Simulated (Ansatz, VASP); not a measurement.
**Sn3Te2O: VASP beside Ansatz**

```
Sn Te O
1.0
     4.41648    0.00000    0.00000
     0.00000    4.41648    0.00000
     0.00000    0.00000   19.90084
Sn Te O
6 4 2
Cartesian
  2.2082 0.0000 8.0957
  4.4165 2.2082 11.8052
  4.4165 2.2082 5.3546
  0.0000 2.2082 18.9812
  2.2082 0.0000 0.9196
  2.2082 0.0000 14.5462
  4.4165 2.2082 8.3430
  2.2082 0.0000 11.5579
  2.2082 0.0000 5.0658
  4.4165 2.2082 14.8351
  2.2082 2.2082 19.9008
  0.0000 0.0000 19.9008
```

Alike in both runs: task single point; functional PBE; k mesh 4 × 4 × 1; occupations gaussian, width 0.1 eV; no spin polarisation.

|  | VASP | Ansatz |
| --- | --- | --- |
| version | VASP 6.6.1 | Ansatz 0.2.0 |
| potentials or method | VASP PAW PBE potentials, release 64 (Sn_d, Te, O), cutoff 520 eV | scalar-relativistic, plane waves, PAW |
| valence electrons in the cell | 120 | 160 |

```csv
,VASP,Ansatz,Ansatz less VASP
gap on the k mesh at the Fermi level (eV),0.88,0.88,+0.002
least direct gap on the mesh (eV),0.91,0.92,+0.002
pressure (GPa),-0.2,-0.2,-0.01
"traceless stress, the component that is largest in VASP (GPa)",-0.22,-0.20,+0.012
rms of the force components (eV/Å),0.031,0.032,+0.0017
```

Atom by atom the forces differ by 0.008 eV/Å (rms over components). With one functional, cell and mesh, what is left measures potentials, basis and numerics. VASP's potentials hold 120 valence electrons a cell and Ansatz's 160, so a difference there can come from the potentials and not from the codes.

Spin-orbit coupling is off throughout.
